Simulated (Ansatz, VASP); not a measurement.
**Two plane-wave programs on Hg**

INCAR

```
ALGO     = Normal         # electronic algorithm
EDIFF    = 1E-6           # SCF threshold, eV
ENCUT    = 520            # plane-wave cutoff, eV
GGA      = PE             # functional
ISIF     = 2              # what is computed and relaxed
ISMEAR   = 0              # smearing method
LASPH    = True           # aspherical terms in the spheres
LCHARG   = False          # write CHGCAR
LDAU     = True           # DFT+U
LDAUJ    = 0.32         
LDAUL    = 2              # shell
LDAUPRINT= 1            
LDAUTYPE = 1            
LDAUU    = 5              # U, eV
LREAL    = False          # projectors in reciprocal space
LWAVE    = False          # write WAVECAR
NBANDS   = 19             # bands
NELM     = 150            # most SCF steps
PREC     = Accurate       # precision mode
SIGMA    = 0.1            # smearing width, eV
```

KPOINTS

```
k-points
0
Gamma
  6 6 4
```

File POSCAR:

```
Hg
1.0
    3.4618096384      0.0000000000      0.0000000000
   -1.7309048192      2.9980150899      0.0000000000
    0.0000000000      0.0000000000      5.4875482800
Hg
2
Direct
    0.6666666667      0.3333333333      0.7500000000
    0.3333333333      0.6666666667      0.2500000000
```

Input for Ansatz:

```yaml
crystal:
  lattice:
    - [3.4618096384, 0.0, 0.0]
    - [-1.7309048192, 2.9980150899, 0.0]
    - [0.0, 0.0, 5.48754828]
  atoms:
    - { symbol: Hg, position: [0.6666666667, 0.3333333333, 0.75] }
    - { symbol: Hg, position: [0.3333333333, 0.6666666667, 0.25] }
basis:
  ecutwfc: 420
kpoints:
  mp_grid: { grid: [6, 6, 4] }
hamiltonian:
  xc: pbe
  hubbard:
    sites: [{ species: Hg, l: d, u: 5.0, j: 0.32 }]
    projectors: ortho-atomic
scf:
  occupations: { method: gaussian, width: 0.1 }
output:
  forces: true
  stress: true
  eigenvalues: true
```

Alike in both runs: task single point; functional PBE; k mesh 6 × 6 × 4; occupations gaussian, width 0.1 eV; no spin polarisation; Hubbard terms Hg d U = 5.0 eV, J = 0.32 eV.

|  | VASP | Ansatz |
| --- | --- | --- |
| version | VASP 6.6.1 | Ansatz 0.2.0 |
| potentials or method | VASP PAW PBE potentials, release 64 (Hg), cutoff 520 eV | scalar-relativistic, plane waves, PAW |
| valence electrons in the cell | 24 | 40 |

VASP gave:

```
gap on the k mesh at the Fermi level (eV)                     : none
pressure (GPa)                                                : 1.6
traceless stress, the component that is largest in VASP (GPa) : 0.18
```

Task: Estimate Ansatz's values.

Result: gap on the k mesh at the Fermi level (eV): none; pressure (GPa): 1.8; traceless stress, the component that is largest in VASP (GPa): 0.21.

The programs project onto different local orbitals, so the same U acts differently, and such runs can settle in different states. A gap of «none» marks a metal or a gap that the smearing closes. VASP's potentials hold 24 valence electrons a cell and Ansatz's 40, so a difference there can come from the potentials and not from the codes. Ansatz's warnings: filled band counts differ across k points.

Spin-orbit coupling is off throughout.
